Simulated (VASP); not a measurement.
# Hg (I4/mmm) in VASP: a series of runs

Runs on Hg. Level: PBEsol. Tasks: single point, relaxation of cell and atoms.

Everything below comes from runs of VASP 6.6.1. Logs are shortened: lines on timing, memory, paths and dates and some standing lists are left out, and cuts for length are marked.

## 1. The cell of the first run

The structure is tetragonal, space group I4/mmm (No. 139). Conventional cell: a = 3.781 Å, b = 3.781 Å, c = 3.343 Å, α = 90.00°, β = 90.00°, γ = 90.00°. Hg (site symmetry 4/mmm) has 14 Hg at 3.15 to 3.78 Å within 4.1 Å.

## 2. Single point, PBEsol

The input, INCAR:

```
ALGO = Normal
EDIFF = 1E-7
ENCUT = 520
GGA = PS
ISIF = 2
ISMEAR = 0
LASPH = T
LCHARG = T
LELF = T
LREAL = F
LVHAR = T
LWAVE = F
NBANDS = 12
NELM = 100
PREC = Accurate
SIGMA = 0.1
```

The input, KPOINTS:

```
k-points
0
Gamma
  16 16 16
```

The input, POSCAR:

```
Hg
1.0
   -1.8903760756      1.8903760756      1.6713795787
    1.8903760756     -1.8903760756      1.6713795787
    1.8903760756      1.8903760756     -1.6713795787
Hg
1
Direct
    0.0000000000      0.0000000000      0.0000000000
```

Potentials or basis: VASP PAW PBE potentials, release 64 (Hg).

Launch:

```
$ cat potpaw_PBE.64/Hg/POTCAR > POTCAR
$ mpirun -np 1 vasp_std > vasp.out
```

OUTCAR:

```text
EDIFF = 1E-7
   ENCUT = 520
   GGA = PS
   ISIF = 2
   ISMEAR = 0
   LASPH = T
   LREAL = F
   NELM = 100
   PREC = Accurate

 ion  position               nearest neighbor table
   1  0.000  0.000  0.000-

  LATTYP: Found a body centered tetragonal cell.
 ALAT       =     3.7807521512
 C/A-ratio  =     0.8841518893

  Lattice vectors:

 A1 = (  -1.8903760756,   1.8903760756,   1.6713795787)
 A2 = (   1.8903760756,  -1.8903760756,   1.6713795787)
 A3 = (   1.8903760756,   1.8903760756,  -1.6713795787)

Analysis of symmetry for initial positions (statically):
=====================================================================
 Subroutine PRICEL returns:
 Original cell was already a primitive cell.

 Routine SETGRP: Setting up the symmetry group for a
 body centered tetragonal supercell.

 Subroutine GETGRP returns: Found 16 space group operations
 (whereof 16 operations were pure point group operations)
 out of a pool of 16 trial point group operations.

The static configuration has the point symmetry D_4h.

Analysis of symmetry for dynamics (positions and initial velocities):
=====================================================================
 Subroutine PRICEL returns:
 Original cell was already a primitive cell.

 Routine SETGRP: Setting up the symmetry group for a
 body centered tetragonal supercell.

 Subroutine GETGRP returns: Found 16 space group operations
 (whereof 16 operations were pure point group operations)
 out of a pool of 16 trial point group operations.

The dynamic configuration has the point symmetry D_4h.

 Subroutine INISYM returns: Found 16 space group operations
 (whereof 16 operations are pure point group operations),
 and found     1 'primitive' translations

----------------------------------------------------------------------------------------

                                     Primitive cell

  volume of cell :      23.8908

  direct lattice vectors                    reciprocal lattice vectors
    -1.890376076  1.890376076  1.671379579     0.000000000  0.264497634  0.299154068
     1.890376076 -1.890376076  1.671379579     0.264497634  0.000000000  0.299154068
     1.890376076  1.890376076 -1.671379579     0.264497634  0.264497634  0.000000000

  length of vectors
     3.152864271  3.152864271  3.152864271     0.399314606  0.399314606  0.374056142

  position of ions in fractional coordinates (direct lattice)
     0.000000000  0.000000000  0.000000000

  ion indices of the primitive-cell ions
   primitive index   ion index
                 1           1

----------------------------------------------------------------------------------------

 KPOINTS: k-points

Automatic generation of k-mesh.
 Grid dimensions read from file:
 generate k-points for:   16   16   16

 Generating k-lattice:

  Cartesian coordinates                     Fractional coordinates (reciprocal lattice)
     0.000000000  0.016531102  0.018697129     0.062500000  0.000000000  0.000000000
     0.016531102  0.000000000  0.018697129     0.000000000  0.062500000  0.000000000
     0.016531102  0.016531102  0.000000000     0.000000000  0.000000000  0.062500000

  Length of vectors
     0.024957163  0.024957163  0.023378509

  Shift w.r.t. Gamma in fractional coordinates (k-lattice)
     0.000000000  0.000000000  0.000000000

 Subroutine IBZKPT returns following result:
 ===========================================

 Found    349 irreducible k-points:

 Following reciprocal coordinates:
            Coordinates               Weight
  0.000000  0.000000  0.000000      1.000000
  0.062500  0.000000  0.000000      8.000000
  0.125000  0.000000  0.000000      8.000000
  0.187500 -0.000000  0.000000      8.000000
  0.250000  0.000000  0.000000      8.000000
  0.312500  0.000000  0.000000      8.000000
[... 16 lines left out ...]
 -0.125000  0.062500  0.000000     16.000000
 -0.062500  0.062500  0.000000      4.000000
 [... further k-points ...]
   k-points           NKPTS =    349   k-points in BZ     NKDIM =    349   number of bands    NBANDS=     12
   number of dos      NEDOS =    301   number of ions     NIONS =      1
   total plane-waves  NPLWV =  13824
   dimension x,y,z NGX =    24 NGY =   24 NGZ =   24
   dimension x,y,z NGXF=    48 NGYF=   48 NGZF=   48
   ions per type =               1
   NGX,Y,Z   is equivalent  to a cutoff of  12.65, 12.65, 12.65 a.u.
   NGXF,Y,Z  is equivalent  to a cutoff of  25.31, 25.31, 25.31 a.u.
 SYSTEM =  unknown system
   PREC   = accura    normal or accurate (medium, high low for compatibility)
   ISTART =      0    job   : 0-new  1-cont  2-samecut
   ICHARG =      2    charge: 1-file 2-atom 10-const
   ISPIN  =      1    spin polarized calculation?
   LNONCOLLINEAR =      F non collinear calculations
   LSORBIT =      F    spin-orbit coupling
   LASPH  =      T    aspherical Exc in radial PAW
   ENCUT  =  520.0 eV  38.22 Ry    6.18 a.u.   5.86  5.86  5.86*2*pi/ulx,y,z
   NELM   =    100;   NELMIN=  2; NELMDL= -5     # of ELM steps
   EDIFF  = 0.1E-06   stopping-criterion for ELM
   LREAL  =      F    real-space projection
   EDIFFG = 0.1E-05   stopping-criterion for IOM
   NSW    =      0    number of steps for IOM
   IBRION =     -1    ionic relax: 0-MD 1-quasi-New 2-CG
   NFREE  =      0    steps in history (QN), initial steepest desc. (CG)
   ISIF   =      2    stress and relaxation
   ISYM   =      2    0-nonsym 1-usesym 2-fastsym
   POTIM  = 0.5000    time-step for ionic-motion
   TEBEG  =    0.0;   TEEND  =   0.0 temperature during run
   PSTRESS=    0.0 pullay stress
   NELECT =      12.0000    total number of electrons
   NUPDOWN=      -1.0000    fix difference up-down
   EMIN   =  10.00;   EMAX   =-10.00  energy-range for DOS
   EFERMI =   0.00;   METHOD = LEGACY
   ISMEAR =     0;   SIGMA  =   0.10  broadening in eV -4-tet -1-fermi 0-gaus
   EFERMI_NEDOS =   21; number of points for ismear=-14 and -15
   IALGO  =     38    algorithm
   IMIX   =      4    mixing-type and parameters
     AMIX     =   0.40;   BMIX     =  1.00
     AMIX_MAG =   1.60;   BMIX_MAG =  1.00
  volume/ion in A,a.u.               =      23.89       161.22
  Fermi-wavevector in a.u.,A,eV,Ry     =   1.301342  2.459180 23.041340  1.693491
  Thomas-Fermi vector in A             =   2.432482
   LORBIT       =      0    0 simple, 1 ext, 2 COOP (PROOUT), +10 PAW based schemes
   GGA     = PS    functional components
   LHFCALC =     F    Hartree Fock is set to
   AEXX    =    0.0000 exact exchange contribution
   IVDW    =     0    specifies the selected vdW correction
   LEPSILON=     F    determine dielectric tensor
   LRPA    =     F    only Hartree local field effects (RPA)
 non-spin polarized calculation
 Gauss-broadening in eV      SIGMA  =   0.10
  energy-cutoff  :      520.00
  volume of cell :       23.89
 maximum number of plane-waves:       655
   NGX = 11   NGY = 11   NGZ = 11

 number of electron      12.0000000 magnetization

 Free energy of the ion-electron system (eV)
  ---------------------------------------------------
  ext. energy  EPLUGINS =         0.00000000
  ---------------------------------------------------
  free energy    TOTEN  =        -0.55459408 eV

  energy without entropy =       -0.55358878  energy(sigma->0) =       -0.55409143

 E-fermi :   2.3623     XC(G=0): -10.9809

 val. band max:        2.3217771445   @ k =  -0.4375   0.5000   0.1250
 cond. band min:       2.3741710093   @ k =  -0.1250   0.5000   0.1250
 fundamental gap:      0.0523938649
 Fermi energy:         2.3623347834

 k-point     1 :       0.0000    0.0000    0.0000
  band No.  band energies     occupation
      1      -6.5416      2.00000
      2      -4.7948      2.00000
      3      -4.4107      2.00000
      4      -4.4107      2.00000
      5      -3.9761      2.00000
      6      -3.5453      2.00000
      7      16.1559      0.00000
      8      16.1559      0.00000
      9      18.9444      0.00000
     10      19.0127      0.00000
     11      19.0127      0.00000
     12      20.0325      0.00000

 k-point     2 :       0.0625    0.0000    0.0000
  band No.  band energies     occupation
      1      -6.4305      2.00000
      2      -4.7756      2.00000
      3      -4.4112      2.00000
      4      -4.4020      2.00000
      5      -3.9642      2.00000
      6      -3.5643      2.00000
      7      15.9399      0.00000
      8      16.0588      0.00000
      9      17.8818      0.00000
     10      18.6483      0.00000
     11      18.8278      0.00000
     12      19.3070      0.00000

 k-point     3 :       0.1250    0.0000    0.0000
  band No.  band energies     occupation
      1      -6.1109      2.00000
      2      -4.7574      2.00000
      3      -4.4094      2.00000
      4      -4.3372      2.00000
      5      -3.9224      2.00000
      6      -3.6123      2.00000
      7      15.1414      0.00000
      8      15.6707      0.00000
      9      15.7710      0.00000
     10      17.9112      0.00000
     11      17.9981      0.00000
     12      19.3695      0.00000

 k-point     4 :       0.1875   -0.0000    0.0000
  band No.  band energies     occupation
      1      -5.6545      2.00000
      2      -4.7983      2.00000
      3      -4.3487      2.00000
      4      -4.1615      2.00000
      5      -3.8437      2.00000
      6      -3.6689      2.00000
      7      12.8082      0.00000
      8      14.7054      0.00000
      9      14.8685      0.00000
     10      17.1505      0.00000
     11      17.5892      0.00000
     12      19.8654      0.00000

 k-point     5 :       0.2500    0.0000    0.0000
  band No.  band energies     occupation
      1      -5.3094      2.00000
      2      -4.8834      2.00000
      3      -3.9795      2.00000
      4      -3.8994      2.00000
      5      -3.7420      2.00000
      6      -3.7091      2.00000
      7      10.2555      0.00000
      8      13.8135      0.00000
      9      13.8314      0.00000
     10      16.6885      0.00000
     11      17.4363      0.00000
     12      20.5422      0.00000
[... 228 lines left out ...]
      1      -5.4092      2.00000
      2      -4.8230      2.00000
      3      -4.3458      2.00000
      4      -3.9618      2.00000
      5      -3.8060      2.00000
      6      -3.6573      2.00000
      7      11.4985      0.00000
      8      13.0177      0.00000
      9      14.6906      0.00000
     10      16.9406      0.00000
     11      18.7698      0.00000
     12      20.6248      0.00000

 k-point    22 :      -0.1875    0.0625    0.0000
  band No.  band energies     occupation
      1      -5.8576      2.00000
      2      -4.7624      2.00000
      3      -4.4339      2.00000
      4      -4.1760      2.00000
      5      -3.9478      2.00000
      6      -3.6207      2.00000
      7      13.2621      0.00000
      8      14.6430      0.00000
      9      15.7162      0.00000
     10      17.2235      0.00000
     11      19.1969      0.00000
     12      19.8295      0.00000

 k-point    23 :      -0.1250    0.0625    0.0000
  band No.  band energies     occupation
      1      -6.2455      2.00000
      2      -4.7567      2.00000
      3      -4.4339      2.00000
      4      -4.3078      2.00000
      5      -3.9945      2.00000
      6      -3.5784      2.00000
      7      14.2928      0.00000
      8      16.2319      0.00000
      9      16.9741      0.00000
     10      17.9818      0.00000
     11      19.2467      0.00000
     12      19.4694      0.00000

 k-point    24 :      -0.0625    0.0625    0.0000
  band No.  band energies     occupation
      1      -6.4463      2.00000
      2      -4.7800      2.00000
      3      -4.4234      2.00000
      4      -4.3671      2.00000
      5      -3.9936      2.00000
      6      -3.5542      2.00000
      7      15.1901      0.00000
      8      16.2827      0.00000
      9      18.5266      0.00000
     10      18.7508      0.00000
     11      18.9614      0.00000
     12      19.5589      0.00000

 [... further k-points ...]

------------------------ aborting loop because EDIFF is reached ----------------------------------------

  FORCE on cell =-STRESS in cart. coord.  units (eV):
  Direction    XX          YY          ZZ          XY          YZ          ZX
  --------------------------------------------------------------------------------------
  -------------------------------------------------------------------------------------
  Total        0.0440019      0.0440019      0.0492348      0.0000000      0.0000000      0.0000000
  in kB        2.9508733      2.9508733      3.3018053      0.0000000      0.0000000      0.0000000
  external PRESSURE =       3.0678506 kB  Pullay stress =       0.0000000 kB

 VOLUME and BASIS-vectors are now :
 -----------------------------------------------------------------------------
  energy-cutoff  :      520.00
  volume of cell :       23.89
      direct lattice vectors                 reciprocal lattice vectors
    -1.890376076  1.890376076  1.671379579     0.000000000  0.264497634  0.299154068
     1.890376076 -1.890376076  1.671379579     0.264497634  0.000000000  0.299154068
     1.890376076  1.890376076 -1.671379579     0.264497634  0.264497634  0.000000000

 POSITION                                       TOTAL-FORCE (eV/Angst)
 -----------------------------------------------------------------------------------
      0.00000      0.00000      0.00000         0.000000      0.000000     -0.000000
 -----------------------------------------------------------------------------------
    total drift:                                0.000000      0.000000      0.000000

  FREE ENERGIE OF THE ION-ELECTRON SYSTEM (eV)
  ---------------------------------------------------
  free  energy   TOTEN  =        -0.5545940776 eV

  energy  without entropy=       -0.5535887770  energy(sigma->0) =       -0.55409143
```

Run time: 22 s. Hardware: 1 thread of Intel Xeon 6975P-C (Granite Rapids), shared host; peak memory 0.21 GiB.

What came out:

```
Free energy            : -0.5546 eV
Pressure               : 0.3 GPa
Band gap on the k mesh : zero (bands 6 and 7 overlap by 4.45 eV)
```

Levels at points of the mesh, in eV from the Fermi level:
```csv
k point,band 4,band 5,band 6,band 7,band 8,band 9
"(0.00, 0.00, 0.00)",-6.77,-6.34,-5.91,13.79,13.79,16.58
"(0.50, 0.00, 0.00)",-5.76,-5.43,-1.09,-0.82,8.89,9.51
"(0.50, 0.50, 0.00)",-6.13,-5.47,-1.71,-1.60,11.16,11.76
"(0.50, 0.50, 0.50)",-5.61,-5.49,2.86,2.99,2.99,6.01
```

Caveat: the PAW data sets were made with another functional, which shifts forces and pressure a little; spin-orbit coupling is left out, which moves the levels of the heavy elements.

## 3. Relaxation of cell and atoms, PBEsol

This run uses another cell than the first one, of 30.88 Å³/atom.

The input, INCAR:

```
PREC     = Accurate       # precision mode
ENCUT    = 600            # plane-wave cutoff, eV
EDIFF    = 1E-6           # SCF threshold, eV
ISMEAR   = 0              # smearing method
SIGMA    = 0.1            # smearing width, eV
LREAL    = False          # projectors in reciprocal space
LASPH    = True           # aspherical terms in the spheres
NELM     = 100            # most SCF steps
ALGO     = Normal         # electronic algorithm
ISIF     = 3              # what is computed and relaxed
LWAVE    = False          # write WAVECAR
LCHARG   = False          # write CHGCAR
GGA      = PS             # functional
IBRION   = 2              # ionic algorithm
NSW      = 100            # ionic steps
EDIFFG   = -0.005         # ionic threshold
```

The input, KPOINTS:

```
Automatic mesh
0
Gamma
  16 16 16
```

The input, POSCAR:

```
Hg
1.0
   -2.0696950000      2.0696950000      1.8022580000
    2.0696950000     -2.0696950000      1.8022580000
    2.0696950000      2.0696950000     -1.8022580000
Hg
1
Direct
    0.0000000000      0.0000000000      0.0000000000
```

Potentials or basis: VASP PAW PBE potentials, release 64 (Hg).

Launch:

```
$ cat potpaw_PBE.64/Hg/POTCAR > POTCAR
$ mpirun -np 1 vasp_std > vasp.out
```

Run time: 4.1 min. Hardware: 1 thread of Intel Xeon 6975P-C (Granite Rapids), shared host; peak memory 0.29 GiB.

The run converged. Its results:

| Item | Value |
| --- | --- |
| Free energy | -0.5549 eV |
| Relaxed volume | 24.13 Å³/atom |
| Relaxed cell | a = 3.164 Å, b = 3.164 Å, c = 3.164 Å, α = 106.30°, β = 106.30°, γ = 116.02° |
| Space group after relaxing (to 0.1 Å) | I4/mmm (No. 139) |
| Energy gained by relaxing | 96.9 meV/atom |
| Ionic steps | 9 |
| Pressure after relaxing | 0.0 GPa |
| Band gap on the k mesh | zero (bands 6 and 7 overlap by 4.33 eV) |

Step by step:
| step | energy change (eV) | largest force (eV/Å) | pressure (GPa) | volume (Å³) |
| --- | --- | --- | --- | --- |
| 1 | 0.0000 | 0.0000 | -3.12 | 30.88 |
| 2 | -0.0497 | 0.0000 | -2.86 | 28.27 |
| 3 | -0.0460 | 0.0000 | 6.73 | 21.32 |
| 4 | -0.0889 | 0.0000 | -1.57 | 25.61 |
| 5 | -0.0958 | 0.0000 | 0.74 | 23.68 |
| 6 | -0.0968 | 0.0000 | -0.13 | 24.25 |
| 7 | -0.0968 | 0.0000 | 0.03 | 24.13 |
| 8 | -0.0969 | 0.0000 | 0.02 | 24.13 |
| 9 | -0.0969 | 0.0000 | 0.01 | 24.13 |

Final structure:
```xyz
1
Lattice="-1.8973 1.8973 1.6760 1.8973 -1.8973 1.6760 1.8973 1.8973 -1.6760" Properties=species:S:1:pos:R:3 pbc="T T T"
Hg    0.0000    0.0000    3.3519
```

Levels at points of the mesh, in eV from the Fermi level:
```tsv
k point	band 4	band 5	band 6	band 7	band 8	band 9
(0.00, 0.00, 0.00)	-6.74	-6.32	-5.89	13.73	13.73	16.55
(0.50, 0.00, 0.00)	-5.75	-5.43	-1.04	-0.84	8.84	9.48
(0.50, 0.50, 0.00)	-6.11	-5.47	-1.74	-1.55	11.11	11.74
(0.50, 0.50, 0.50)	-5.60	-5.48	2.78	2.99	2.99	6.00
```

Caveat: the volume moved by over 15 % at a fixed basis, so the end points are rough; the PAW data sets were made with another functional, which shifts forces and pressure a little; spin-orbit coupling is left out, which moves the levels of the heavy elements.

The gap in the log of VASP goes by the Fermi energy; the results here count the filled bands.